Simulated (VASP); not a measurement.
Wanted: the native input for a VASP 6.6.1 run.

```yaml
Task: relaxation of cell and atoms
Functional: BLYP
Dispersion: D3(BJ)
Potentials_or_basis: VASP PAW PBE potentials, release 64 (Ta_pv, N)
Cutoff: 600 eV
k_mesh: 6 × 6 × 9
Occupations: fermi-dirac, width 0.05 eV
Spin: no spin polarisation
Dipole_correction: no
Further_INCAR_settings: ALGO = Normal; EDIFF = 1e-07; IBRION = 2; EDIFFG = -0.01; NSW = 60; ISIF = 3
```

The structure of TaN lies in POSCAR:

```
TaN
1.0
    5.1960000000      0.0000000000      0.0000000000
   -2.5980000000      4.4998679981      0.0000000000
    0.0000000000      0.0000000000      2.9110000000
Ta N
3 3
Direct
    0.0000000000      0.0000000000      0.0000000000
    0.6666666667      0.3333333333      0.5000000000
    0.3333333333      0.6666666667      0.5000000000
    0.0000000000      0.3928500000      0.0000000000
    0.6071500000      0.6071500000      0.0000000000
    0.3928500000      0.0000000000      0.0000000000
```

These files were run (other wordings do the same):

INCAR

```
SYSTEM = TaN
  PREC = Accurate
  ENCUT = 600
  EDIFF = 1E-7
  ISMEAR = -1
  SIGMA = 0.05
  LREAL = .False.
  LASPH = .True.
  NELM = 100
  ALGO = Normal
  ISIF = 3
  LWAVE = .False.
  LCHARG = .False.
  GGA = B5
  ALDAX = 1.0
  AGGAX = 1.0
  AGGAC = 1.0
  ALDAC = 0.0
  IVDW = 12
  VDW_S6 = 1.0
  VDW_S8 = 2.6996
  VDW_A1 = 0.4298
  VDW_A2 = 4.2359
  IBRION = 2
  NSW = 60
  EDIFFG = -0.01
```

KPOINTS

```
Automatic mesh
0
Gamma
  6 6 9
  0 0 0
```

Potentials or basis: VASP PAW PBE potentials, release 64 (Ta_pv, N).

Command:

```sh
$ cat potpaw_PBE.64/Ta_pv/POTCAR potpaw_PBE.64/N/POTCAR > POTCAR
$ mpirun -np 1 vasp_std > vasp.out
```

Results of the run:

The relaxed volume is 11.41 Å³/atom and the relaxed cell is a = 5.214 Å, b = 5.214 Å, c = 2.909 Å, α = 90.00°, β = 90.00°, γ = 120.00°. The space group after relaxing (to 0.05 Å) is P-62m (No. 189). The energy gained by relaxing is 0.6 meV/atom and the ionic steps are 6. The pressure after relaxing is 0.0 GPa, the band gap on the k mesh is zero (band 24 reaches 10.53 eV, above the bottom of band 25 at 7.43 eV) and the dispersion energy per atom is -1.023 eV.

Caveat: the PAW data sets were made with another functional, which shifts forces and pressure a little; spin-orbit coupling is left out, which moves the levels of the heavy elements; pairwise dispersion overbinds metals, which lowers pressure and volume.

Wall time 5 min on 1 thread of AMD EPYC 9R45 96-Core Processor (Zen 5) (shared host), peak memory 0.23 GiB.
